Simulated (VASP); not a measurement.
# Se (P3_121) in VASP: a series of runs, part 3 of 3

VASP 6.6.1. The steps go on from the part before.

### 6 Single point, PBE+D3(BJ)

This run uses another cell than the first one, of the same volume but with other edges.

INCAR

```
PREC = Accurate
ENCUT = 520
EDIFF = 1E-6
ISMEAR = 0
SIGMA = 0.05
LREAL = False
LASPH = True
NELM = 100
ALGO = Normal
ISIF = 2
LWAVE = False
LCHARG = True
GGA = PE
IVDW = 12
LELF = True
LVHAR = True
NBANDS = 16
```

KPOINTS

```
regular mesh
0
Gamma
  9 9 8
```

POSCAR

```
Se
1.0
    3.8829940266      0.0000000000      0.0000000000
   -1.9414970133      3.3627714698      0.0000000000
    0.0000000000      0.0000000000      5.6283998416
Se
3
Direct
    0.2012552844      0.0000000000      0.3333333333
    0.0000000000      0.2012552844      0.6666666667
    0.7987447156      0.7987447156      0.0000000000
```

Potentials or basis: VASP PAW PBE potentials, release 64 (Se).

The run is started by

```bash
> cat potpaw_PBE.64/Se/POTCAR > POTCAR
> mpirun -np 1 vasp_std > vasp.out
```

OUTCAR:

```text
PREC = Accurate
   ENCUT = 520
   EDIFF = 1E-6
   ISMEAR = 0
   LREAL = False
   LASPH = True
   NELM = 100
   ISIF = 2
   GGA = PE
   IVDW = 12
 IVDW          = 12

 ion  position               nearest neighbor table
   1  0.201  0.000  0.333-   3 2.31   2 2.31
   2  0.000  0.201  0.667-   3 2.31   1 2.31
   3  0.799  0.799  0.000-   1 2.31   2 2.31

  LATTYP: Found a hexagonal cell.
 ALAT       =     3.8829940266
 C/A-ratio  =     1.4495000000

  Lattice vectors:

 A1 = (   3.8829940266,   0.0000000000,   0.0000000000)
 A2 = (  -1.9414970133,   3.3627714698,   0.0000000000)
 A3 = (   0.0000000000,   0.0000000000,   5.6283998416)

Analysis of symmetry for initial positions (statically):
=====================================================================
 Subroutine PRICEL returns:
 Original cell was already a primitive cell.

 Routine SETGRP: Setting up the symmetry group for a
 hexagonal supercell.

 Subroutine GETGRP returns: Found  6 space group operations
 (whereof  2 operations were pure point group operations)
 out of a pool of 24 trial point group operations.

The static configuration has the point symmetry C_2 .
 The point group associated with its full space group is D_3 .

[... 167 lines left out ...]
 cond. band min:       3.5711539877   @ k =   0.3333   0.3333   0.5000
 fundamental gap:      0.0106686722
 Fermi energy:         3.5685538726

 k-point     1 :       0.0000    0.0000    0.0000
  band No.  band energies     occupation
      1     -12.7678      2.00000
      2      -8.8135      2.00000
      3      -8.8135      2.00000
      4       0.1187      2.00000
      5       0.1187      2.00000
      6       0.8398      2.00000
[... 433 lines left out ...]
      3      -7.8537      2.00000
      4      -1.7730      2.00000
      5      -1.3475      2.00000
      6       0.5142      2.00000
[... 8 lines left out ...]
     15      11.7120      0.00000
     16      12.6674      0.00000

 [... further k-points ...]

------------------------ aborting loop because EDIFF is reached ----------------------------------------

 Edisp (eV)   -1.06981

 E8    (eV) :    -0.4426

  FORCE on cell =-STRESS in cart. coord.  units (eV):
  Direction    XX          YY          ZZ          XY          YZ          ZX
  --------------------------------------------------------------------------------------
  -------------------------------------------------------------------------------------
  Total       2.49336     2.49336     3.23261     0.00000     0.00000     0.00000
  in kB      54.35593    54.35593    70.47180     0.00000     0.00000     0.00000
  external pressure =       59.73 kB  Pullay stress =        0.00 kB

 VOLUME and BASIS-vectors are now :
 -----------------------------------------------------------------------------
  energy-cutoff  :      520.00
  volume of cell :       73.49
      direct lattice vectors                 reciprocal lattice vectors
     3.882994027  0.000000000  0.000000000     0.257533232  0.148686881  0.000000000
    -1.941497013  3.362771470  0.000000000     0.000000000  0.297373761  0.000000000
     0.000000000  0.000000000  5.628399842     0.000000000  0.000000000  0.177670391

 POSITION                                       TOTAL-FORCE (eV/Angst)
 -----------------------------------------------------------------------------------
      0.78147      0.00000      1.87613         2.036380      0.000000     -0.000000
     -0.39074      0.67678      3.75227        -1.018190      1.763556      0.000000
      1.55076      2.68600      0.00000        -1.018190     -1.763556     -0.000000
 -----------------------------------------------------------------------------------
    total drift:                               -0.000000     -0.000000      0.000000

  FREE ENERGIE OF THE ION-ELECTRON SYSTEM (eV)
  ---------------------------------------------------
  free  energy   TOTEN  =       -10.8908716587 eV

  energy  without entropy=      -10.8904292714  energy(sigma->0) =      -10.89065047
```

stdout:

```text
POSCAR found type information on POSCAR Se
 POSCAR found :  1 types and       3 ions
 scaLAPACK will be used
 LDA part: xc-table for (Slater+PW92), standard interpolation
 POSCAR, INCAR and KPOINTS ok, starting setup
 FFT: planning ... GRIDC
 FFT: planning ... GRID_SOFT
 FFT: planning ... GRID
 WAVECAR not read
 entering main loop
```

Wall time 1.9 min (1 thread of Intel Xeon 8259CL, shared host); peak memory 0.24 GiB.

Results:

| Item | Value |
| --- | --- |
| Free energy | -10.8909 eV |
| Pressure | 6.0 GPa |
| Largest force | 2.036 eV/Å |
| Band gap on the k mesh | zero (bands 9 and 10 overlap by 0.10 eV) |
| Dispersion energy per atom | -0.357 eV |

Forces in eV/Å, atoms in the order of the input:
```
Se   2.036  0.000  0.000
Se  -1.018  1.764  0.000
Se  -1.018 -1.764  0.000
```

Stress tensor (GPa, compression positive):
```
5.44 0.00 0.00
0.00 5.44 0.00
0.00 0.00 7.05
```

Caveat: the cell stands under pressure; forces of over 1 eV/Å act on the atoms, so gaps and moduli don't describe the material at rest.

### 7 Summary

| cell | gap on the mesh (eV) | pressure (GPa) | largest force (eV/Å) |
| --- | --- | --- | --- |
| a = 4.138, b = 4.138, c = 4.955 Å, angles 90.0, 90.0, 120.0°, 3 atoms, atomic positions A | 0.77 | 5.0 | 1.00 |
| a = 3.883, b = 3.883, c = 5.628 Å, angles 90.0, 90.0, 120.0°, 3 atoms, atomic positions B | none | -6.9 | 0.69 |
| a = 3.883, b = 3.883, c = 5.628 Å, angles 90.0, 90.0, 120.0°, 3 atoms, atomic positions C | none | -4.8 | 0.45 |
| a = 4.295, b = 4.295, c = 4.601 Å, angles 90.0, 90.0, 120.0°, 3 atoms, atomic positions D | 1.37 | 22.5 | 5.43 |
| a = 3.883, b = 3.883, c = 5.628 Å, angles 90.0, 90.0, 120.0°, 3 atoms, atomic positions D | none | 6.0 | 2.04 |

Alike in all rows: task single point; level PBE+D3(BJ); potentials or basis VASP PAW PBE potentials, release 64 (Se); no spin polarisation; k mesh 9 × 9 × 8; cutoff (eV) 520; smearing gaussian 0.05 eV.

Caveats: the cell stands under pressure (at least some runs); forces of over 1 eV/Å act on the atoms, so gaps and moduli don't describe the material at rest (at least some runs); semilocal functionals underestimate gaps, and a narrow one can read as zero (at least some runs); the stress differs along the axes, from -11 to -5 GPa (at least some runs); the stress differs along the axes, from -10 to -2 GPa (at least some runs); the stress differs along the axes, from 17 to 34 GPa (at least some runs).

Total energies depend on the potentials used, so only differences within one code and one set of settings carry meaning.

The gap in the log of VASP goes by the Fermi energy; the results here count the filled bands.